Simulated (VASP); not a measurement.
**SiC: single point with r2SCAN**

The system is SiC.

```
CELL_PARAMETERS angstrom
3.13680 0.00000 0.00000
-1.56840 2.71655 0.00000
0.00000 0.00000 5.03194
ATOMIC_POSITIONS crystal
Si 0.33333 0.66667 0.49857
Si 0.66667 0.33333 0.99857
C 0.33333 0.66667 0.87643
C 0.66667 0.33333 0.37643
```

This cell differs from its parent crystal: biaxial strain in the a-b plane: +2.0 %, then relaxed in part.

- Program: VASP 6.6.1
- Task: single point
- Functional: r2SCAN
- Potentials or basis: VASP PAW PBE potentials, release 64 (Si, C)
- Cutoff: 520 eV
- k mesh: 12 × 12 × 6
- Occupations: gaussian, width 0.02 eV
- Spin: no spin polarisation

```json
{
  "Pressure": "-7.9 GPa",
  "Band gap on the k mesh": "2.79 eV, indirect (least direct gap 4.20 eV)"
}
```

Stress tensor (GPa, compression positive):
```
-11.77   0.00   0.00
  0.00 -11.77   0.00
  0.00   0.00  -0.09
```

Levels at points of the mesh, in eV from the valence-band top:
```csv
k point,band 6,band 7,band 8,band 9,band 10,band 11
"(0.00, 0.00, 0.00)",-0.08,-0.08,0.00,4.65,6.57,6.74
"(0.50, 0.00, 0.00)",-3.56,-3.28,-1.26,2.94,4.75,7.13
"(0.00, 0.00, 0.50)",-0.88,-0.88,-0.88,5.85,5.85,7.48
"(0.50, 0.00, 0.50)",-2.62,-2.30,-2.30,3.66,3.66,5.69
```

Wall time 2.6 min on 1 thread of Intel(R) Xeon(R) Platinum 8375C CPU @ 2.90GHz (Ice Lake) (shared host), peak memory 0.18 GiB.

Caveat: the cell differs from its parent crystal (biaxial strain in the a-b plane: +2.0 %, then relaxed in part); the PAW data sets were made with another functional, which shifts forces and pressure a little. A k mesh can miss the band edges.
